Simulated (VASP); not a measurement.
# VN (Fm-3m) in VASP: further runs

VN is run at these levels: PBE; tasks: single point.

Everything below comes from runs of VASP 6.6.1. Logs are shortened: lines on timing, memory, paths and dates and some standing lists are left out, and cuts for length are marked.

## Step 1: The cell of the first run

Symmetry: Fm-3m, No. 225, cubic system. Conventional cell: a = 4.182 Å, b = 4.182 Å, c = 4.182 Å, α = 90.00°, β = 90.00°, γ = 90.00°. V (site symmetry m-3m) has 6 N at 2.09 Å within 2.8 Å. Within 2.8 Å of N (site symmetry m-3m) lie 6 V at 2.09 Å.

## Step 2: Single point, PBE, collinear spin, ferromagnetic start (9.14 Å³/atom)

Contents of INCAR:

```
PREC = Accurate ; ENCUT = 600
EDIFF = 1E-6 ; ISMEAR = -1
SIGMA = 0.05 ; LREAL = F
LASPH = T ; NELM = 200
ALGO = Normal ; ISIF = 2
LWAVE = F ; LCHARG = T
ISPIN = 2 ; MAGMOM = 2 0
LORBIT = 11 ; LMAXMIX = 4
GGA = PE ; LELF = T
LVHAR = T ; NBANDS = 20
GGA_COMPAT = F
```

Contents of KPOINTS:

```
regular mesh
0
Gamma
  19 19 19
```

Contents of POSCAR:

```
VN
1.0
    0.0000000000      2.0911610095      2.0911610095
    2.0911610095      0.0000000000      2.0911610095
    2.0911610095      2.0911610095      0.0000000000
V N
1 1
Direct
    0.0000000000      0.0000000000      0.0000000000
    0.5000000000      0.5000000000      0.5000000000
```

Potentials or basis: VASP PAW PBE potentials, release 64 (V_sv, N).

Run with:

```sh
$ cat potpaw_PBE.64/V_sv/POTCAR potpaw_PBE.64/N/POTCAR > POTCAR
$ mpirun -np 1 vasp_std > vasp.out
```

OUTCAR:

```text
PREC = Accurate
   ENCUT = 600
   EDIFF = 1E-6
   ISMEAR = -1
   LREAL = F
   LASPH = T
   NELM = 200
   ISIF = 2
   ISPIN = 2
   LORBIT = 11
   GGA = PE

 ion  position               nearest neighbor table
   1  0.000  0.000  0.000-   2 2.09   2 2.09   2 2.09   2 2.09   2 2.09   2 2.09
   2  0.500  0.500  0.500-   1 2.09   1 2.09   1 2.09   1 2.09   1 2.09   1 2.09

  LATTYP: Found a face centered cubic cell.
 ALAT       =     4.1823220190

  Lattice vectors:

 A1 = (   0.0000000000,   2.0911610095,   2.0911610095)
 A2 = (   2.0911610095,   0.0000000000,   2.0911610095)
 A3 = (   2.0911610095,   2.0911610095,   0.0000000000)

Analysis of symmetry for initial positions (statically):
=====================================================================
 Subroutine PRICEL returns:
 Original cell was already a primitive cell.

 Routine SETGRP: Setting up the symmetry group for a
 face centered cubic supercell.

 Subroutine GETGRP returns: Found 48 space group operations
 (whereof 48 operations were pure point group operations)
 out of a pool of 48 trial point group operations.

The static configuration has the point symmetry O_h .

Analysis of symmetry for dynamics (positions and initial velocities):
=====================================================================
 Subroutine PRICEL returns:
 Original cell was already a primitive cell.

 Routine SETGRP: Setting up the symmetry group for a
 face centered cubic supercell.

 Subroutine GETGRP returns: Found 48 space group operations
 (whereof 48 operations were pure point group operations)
 out of a pool of 48 trial point group operations.

The dynamic configuration has the point symmetry O_h .

Analysis of structural, dynamic, and magnetic symmetry:
=====================================================================
 Subroutine PRICEL returns:
 Original cell was already a primitive cell.

 Routine SETGRP: Setting up the symmetry group for a
 face centered cubic supercell.

 Subroutine GETGRP returns: Found 48 space group operations
 (whereof 48 operations were pure point group operations)
 out of a pool of 48 trial point group operations.

The overall configuration has the point symmetry O_h .

 Subroutine INISYM returns: Found 48 space group operations
 (whereof 48 operations are pure point group operations),
 and found     1 'primitive' translations

----------------------------------------------------------------------------------------

                                     Primitive cell

  volume of cell :      18.2891

  direct lattice vectors                    reciprocal lattice vectors
     0.000000000  2.091161009  2.091161009    -0.239101627  0.239101627  0.239101627
     2.091161009  0.000000000  2.091161009     0.239101627 -0.239101627  0.239101627
     2.091161009  2.091161009  0.000000000     0.239101627  0.239101627 -0.239101627

  length of vectors
     2.957348261  2.957348261  2.957348261     0.414136166  0.414136166  0.414136166

  position of ions in fractional coordinates (direct lattice)
     0.000000000  0.000000000  0.000000000
     0.500000000  0.500000000  0.500000000

  ion indices of the primitive-cell ions
   primitive index   ion index
                 1           1
                 2           2

----------------------------------------------------------------------------------------

 KPOINTS: regular mesh

Automatic generation of k-mesh.
 Grid dimensions read from file:
 generate k-points for:   19   19   19

 Generating k-lattice:

  Cartesian coordinates                     Fractional coordinates (reciprocal lattice)
    -0.012584296  0.012584296  0.012584296     0.052631579  0.000000000  0.000000000
     0.012584296 -0.012584296  0.012584296     0.000000000  0.052631579  0.000000000
     0.012584296  0.012584296 -0.012584296     0.000000000  0.000000000  0.052631579

  Length of vectors
     0.021796640  0.021796640  0.021796640

  Shift w.r.t. Gamma in fractional coordinates (k-lattice)
     0.000000000  0.000000000  0.000000000

 Subroutine IBZKPT returns following result:
 ===========================================

 Found    220 irreducible k-points:

 Following reciprocal coordinates:
            Coordinates               Weight
  0.000000  0.000000  0.000000      1.000000
  0.052632  0.000000  0.000000      8.000000
  0.105263  0.000000  0.000000      8.000000
  0.157895  0.000000  0.000000      8.000000
  0.210526  0.000000  0.000000      8.000000
  0.263158  0.000000  0.000000      8.000000
[... 16 lines left out ...]
 -0.315789  0.052632  0.000000     24.000000
 -0.263158  0.052632  0.000000     24.000000
 [... further k-points ...]
   k-points           NKPTS =    220   k-points in BZ     NKDIM =    220   number of bands    NBANDS=     20
   number of dos      NEDOS =    301   number of ions     NIONS =      2
   total plane-waves  NPLWV =  13824
   dimension x,y,z NGX =    24 NGY =   24 NGZ =   24
   dimension x,y,z NGXF=    48 NGYF=   48 NGZF=   48
   ions per type =               1   1
   NGX,Y,Z   is equivalent  to a cutoff of  13.49, 13.49, 13.49 a.u.
   NGXF,Y,Z  is equivalent  to a cutoff of  26.98, 26.98, 26.98 a.u.
 SYSTEM =  unknown system
   PREC   = accura    normal or accurate (medium, high low for compatibility)
   ISTART =      0    job   : 0-new  1-cont  2-samecut
   ICHARG =      2    charge: 1-file 2-atom 10-const
   ISPIN  =      2    spin polarized calculation?
   LNONCOLLINEAR =      F non collinear calculations
   LSORBIT =      F    spin-orbit coupling
   LASPH  =      T    aspherical Exc in radial PAW
   ENCUT  =  600.0 eV  44.10 Ry    6.64 a.u.   5.91  5.91  5.91*2*pi/ulx,y,z
   NELM   =    200;   NELMIN=  2; NELMDL= -5     # of ELM steps
   EDIFF  = 0.1E-05   stopping-criterion for ELM
   LREAL  =      F    real-space projection
   EDIFFG = 0.1E-04   stopping-criterion for IOM
   NSW    =      0    number of steps for IOM
[... 5 lines left out ...]
   TEBEG  =    0.0;   TEEND  =   0.0 temperature during run
   PSTRESS=    0.0 pullay stress
   NELECT =      18.0000    total number of electrons
   NUPDOWN=      -1.0000    fix difference up-down
   EMIN   =  10.00;   EMAX   =-10.00  energy-range for DOS
   EFERMI =   0.00;   METHOD = LEGACY
   ISMEAR =    -1;   SIGMA  =   0.05  broadening in eV -4-tet -1-fermi 0-gaus
   EFERMI_NEDOS =   21; number of points for ismear=-14 and -15
   IALGO  =     38    algorithm
   IMIX   =      4    mixing-type and parameters
     AMIX     =   0.40;   BMIX     =  1.00
     AMIX_MAG =   1.60;   BMIX_MAG =  1.00
  volume/ion in A,a.u.               =       9.14        61.71
  Fermi-wavevector in a.u.,A,eV,Ry     =   1.628427  3.077280 36.079566  2.651773
  Thomas-Fermi vector in A             =   2.721059
   LORBIT       =     11    0 simple, 1 ext, 2 COOP (PROOUT), +10 PAW based schemes
   GGA     = PE    functional components
   LHFCALC =     F    Hartree Fock is set to
   AEXX    =    0.0000 exact exchange contribution
   IVDW    =     0    specifies the selected vdW correction
   LEPSILON=     F    determine dielectric tensor
   LRPA    =     F    only Hartree local field effects (RPA)
 spin polarized calculation
  energy-cutoff  :      600.00
  volume of cell :       18.29
 maximum number of plane-waves:       628
   NGX = 11   NGY = 11   NGZ = 11

 number of electron      17.9999995 magnetization       0.0008118

 Free energy of the ion-electron system (eV)
  ---------------------------------------------------
  ext. energy  EPLUGINS =         0.00000000
  ---------------------------------------------------
  free energy    TOTEN  =       -19.27678493 eV

  energy without entropy =      -19.26099315  energy(sigma->0) =      -19.26888904

 E-fermi :  11.2988     XC(G=0): -13.3501

 val. band max:       11.2951779005   @ k =  -0.2632   0.4211   0.1579
 cond. band min:      11.2995088401   @ k =   0.3158   0.0526   0.0000
 fundamental gap:      0.0043309396
 Fermi energy:        11.2988324159

 spin component 1

 k-point     1 :       0.0000    0.0000    0.0000
  band No.  band energies     occupation
      1     -54.1286      1.00000
      2     -27.7839      1.00000
      3     -27.7839      1.00000
      4     -27.7839      1.00000
      5      -6.3190      1.00000
      6       9.1703      1.00000
[... 12 lines left out ...]
     19      38.0900      0.00000
     20      38.0900      0.00000

 k-point     2 :       0.0526    0.0000    0.0000
  band No.  band energies     occupation
      1     -54.1270      1.00000
      2     -27.7955      1.00000
      3     -27.7850      1.00000
      4     -27.7850      1.00000
      5      -6.2659      1.00000
      6       8.7374      1.00000
[... 12 lines left out ...]
     19      36.8220      0.00000
     20      36.8220      0.00000

 k-point     3 :       0.1053    0.0000    0.0000
  band No.  band energies     occupation
      1     -54.1223      1.00000
      2     -27.8289      1.00000
      3     -27.7882      1.00000
      4     -27.7882      1.00000
      5      -6.1095      1.00000
      6       7.9532      1.00000
[... 12 lines left out ...]
     19      35.6931      0.00000
     20      35.6931      0.00000

 k-point     4 :       0.1579    0.0000    0.0000
  band No.  band energies     occupation
      1     -54.1151      1.00000
      2     -27.8803      1.00000
      3     -27.7931      1.00000
      4     -27.7931      1.00000
      5      -5.8588      1.00000
      6       7.0548      1.00000
[... 429 lines left out ...]
 k-point    23 :      -0.3158    0.0526    0.0000
  band No.  band energies     occupation
      1     -54.0829      1.00000
      2     -28.0957      1.00000
      3     -27.8272      1.00000
      4     -27.8103      1.00000
      5      -4.5794      1.00000
      6       4.1034      1.00000
[... 12 lines left out ...]
     19      34.2501      0.00000
     20      36.3365      0.00000

 k-point    24 :      -0.2632    0.0526    0.0000
  band No.  band energies     occupation
      1     -54.0921      1.00000
      2     -28.0339      1.00000
      3     -27.8214      1.00000
      4     -27.8032      1.00000
      5      -4.9826      1.00000
      6       4.8781      1.00000
[... 12 lines left out ...]
     19      33.6774      0.00000
     20      35.9003      0.00000

 [... further k-points ...]

 spin component 2

 k-point     1 :       0.0000    0.0000    0.0000
  band No.  band energies     occupation
      1     -54.1278      1.00000
      2     -27.7831      1.00000
      3     -27.7831      1.00000
      4     -27.7831      1.00000
      5      -6.3190      1.00000
      6       9.1703      1.00000
[... 12 lines left out ...]
     19      38.0903      0.00000
     20      38.0907      0.00000

 k-point     2 :       0.0526    0.0000    0.0000
  band No.  band energies     occupation
      1     -54.1262      1.00000
      2     -27.7947      1.00000
      3     -27.7842      1.00000
      4     -27.7842      1.00000
      5      -6.2659      1.00000
      6       8.7375      1.00000
[... 12 lines left out ...]
     19      36.8224      0.00000
     20      36.8224      0.00000

 k-point     3 :       0.1053    0.0000    0.0000
  band No.  band energies     occupation
      1     -54.1215      1.00000
      2     -27.8281      1.00000
      3     -27.7874      1.00000
      4     -27.7874      1.00000
      5      -6.1095      1.00000
      6       7.9534      1.00000
[... 12 lines left out ...]
     19      35.6935      0.00000
     20      35.6935      0.00000

 k-point     4 :       0.1579    0.0000    0.0000
  band No.  band energies     occupation
      1     -54.1143      1.00000
      2     -27.8794      1.00000
      3     -27.7923      1.00000
      4     -27.7923      1.00000
      5      -5.8588      1.00000
      6       7.0550      1.00000
[... 429 lines left out ...]
 k-point    23 :      -0.3158    0.0526    0.0000
  band No.  band energies     occupation
      1     -54.0821      1.00000
      2     -28.0949      1.00000
      3     -27.8264      1.00000
      4     -27.8094      1.00000
      5      -4.5794      1.00000
      6       4.1036      1.00000
[... 12 lines left out ...]
     19      34.2504      0.00000
     20      36.3368      0.00000

 k-point    24 :      -0.2632    0.0526    0.0000
  band No.  band energies     occupation
      1     -54.0912      1.00000
      2     -28.0331      1.00000
      3     -27.8205      1.00000
      4     -27.8024      1.00000
      5      -4.9825      1.00000
      6       4.8782      1.00000
[... 12 lines left out ...]
     19      33.6778      0.00000
     20      35.9007      0.00000

 [... further k-points ...]

------------------------ aborting loop because EDIFF is reached ----------------------------------------

  FORCE on cell =-STRESS in cart. coord.  units (eV):
  Direction    XX          YY          ZZ          XY          YZ          ZX
  --------------------------------------------------------------------------------------
  -------------------------------------------------------------------------------------
  Total       -1.4734549     -1.4734549     -1.4734549      0.0000000      0.0000000      0.0000000
  in kB     -129.0788269   -129.0788269   -129.0788269      0.0000000      0.0000000      0.0000000
  external PRESSURE =    -129.0788269 kB  Pullay stress =       0.0000000 kB

 VOLUME and BASIS-vectors are now :
 -----------------------------------------------------------------------------
  energy-cutoff  :      600.00
  volume of cell :       18.29
      direct lattice vectors                 reciprocal lattice vectors
     0.000000000  2.091161009  2.091161009    -0.239101627  0.239101627  0.239101627
     2.091161009  0.000000000  2.091161009     0.239101627 -0.239101627  0.239101627
     2.091161009  2.091161009  0.000000000     0.239101627  0.239101627 -0.239101627

 POSITION                                       TOTAL-FORCE (eV/Angst)
 -----------------------------------------------------------------------------------
      0.00000      0.00000      0.00000        -0.000000      0.000000      0.000000
      2.09116      2.09116      2.09116         0.000000     -0.000000     -0.000000
 -----------------------------------------------------------------------------------
    total drift:                                0.000000     -0.000000     -0.000000

  FREE ENERGIE OF THE ION-ELECTRON SYSTEM (eV)
  ---------------------------------------------------
  free  energy   TOTEN  =       -19.2767849266 eV

  energy  without entropy=      -19.2609931516  energy(sigma->0) =      -19.26888904

 total charge

# of ion       s       p       d       tot
------------------------------------------
    1        2.227   6.253   3.092  11.571
    2        1.240   2.476   0.000   3.716
--------------------------------------------------
tot          3.467   8.728   3.092  15.287

 magnetization (x)

# of ion       s       p       d       tot
------------------------------------------
    1        0.000   0.000   0.001   0.001
    2       -0.000  -0.000   0.000  -0.000
--------------------------------------------------
tot          0.000  -0.000   0.001   0.001
```

Run time: 5.2 min. Hardware: 1 thread of Oxide Virtual Turin-like, shared host; peak memory 0.23 GiB.

What came out:

| Quantity | Value |
| --- | --- |
| Free energy | -19.2768 eV |
| Pressure | -12.9 GPa |
| Band gap on the k mesh | zero (filled and empty bands overlap) |
| Net moment | 0.00 μB per cell |
| Valence electrons inside the program's atomic spheres | V 11.57; N 3.72 |

Levels at points of the mesh, in eV from the Fermi level:
Spin up:
| k point | band 7 | band 8 | band 9 | band 10 | band 11 | band 12 |
| --- | --- | --- | --- | --- | --- | --- |
| (0.00, 0.00, 0.00) | -2.13 | -2.13 | -1.43 | -1.43 | -1.43 | -0.43 |
Spin down:
| k point | band 5 | band 6 | band 7 | band 8 | band 9 | band 10 | band 11 | band 12 | band 13 | band 14 |
| --- | --- | --- | --- | --- | --- | --- | --- | --- | --- | --- |
| (0.00, 0.00, 0.00) | -17.62 | -2.13 | -2.13 | -2.13 | -1.43 | -1.43 | -1.43 | -0.43 | -0.43 | 5.49 |

Caveat: the cell stands under tension; the moments typed at the start vanished in this run. With open d or f shells a metallic result of PBE can be an artefact of self-interaction; +U or a hybrid may open a gap.

[end of part 1 of 2]
